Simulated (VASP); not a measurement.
Set up this calculation in VASP 6.6.1, as the native input.

| Quantity | Value |
| --- | --- |
| Task | single point |
| Functional | LDA |
| Potentials or basis | VASP PAW LDA potentials, release 64 (Sc_sv, Al) |
| Cutoff | 520 eV |
| k mesh | 8 × 8 × 8 |
| Occupations | gaussian, width 0.1 eV |
| Spin | no spin polarisation |
| Dipole correction | no |
| Further INCAR settings | ALGO = Fast; EDIFF = 1e-06; NBANDS = 26 |

The structure of ScAl2 lies in POSCAR:

```
ScAl2
1.0
    0.0000000000      3.7260244758      3.7260244758
    3.7260244758      0.0000000000      3.7260244758
    3.7260244758      3.7260244758      0.0000000000
Sc Al
2 4
Direct
    0.5000000000      0.5000000000      0.5000000000
    0.7500000000      0.7500000000      0.7500000000
    0.1250000000      0.1250000000      0.1250000000
    0.6250000000      0.1250000000      0.1250000000
    0.1250000000      0.6250000000      0.1250000000
    0.1250000000      0.1250000000      0.6250000000
```

These files were run (other wordings do the same):

INCAR

```
SYSTEM = ScAl2
PREC = Accurate ; ENCUT = 520
EDIFF = 1E-6 ; ISMEAR = 0
SIGMA = 0.1 ; LREAL = .FALSE.
LASPH = .TRUE. ; NELM = 80
ALGO = Fast ; ISIF = 2
LWAVE = .FALSE. ; LCHARG = .FALSE.
GGA = CA ; NBANDS = 26
```

KPOINTS

```
Automatic mesh
0
G
  8 8 8
  0 0 0
```

Potentials or basis: VASP PAW LDA potentials, release 64 (Sc_sv, Al).

The run is started by

```console
$ cat potpaw_LDA.64/Sc_sv/POTCAR potpaw_LDA.64/Al/POTCAR > POTCAR
$ mpirun -np 1 vasp_std > vasp.out
```

Results of the run:

```
Pressure               : 0.2 GPa
Band gap on the k mesh : zero (bands 17 and 18 overlap by 2.41 eV)
```

Wall time 3.3 min on 1 thread of Intel Xeon 8259CL, on a shared host, peak memory 0.23 GiB.
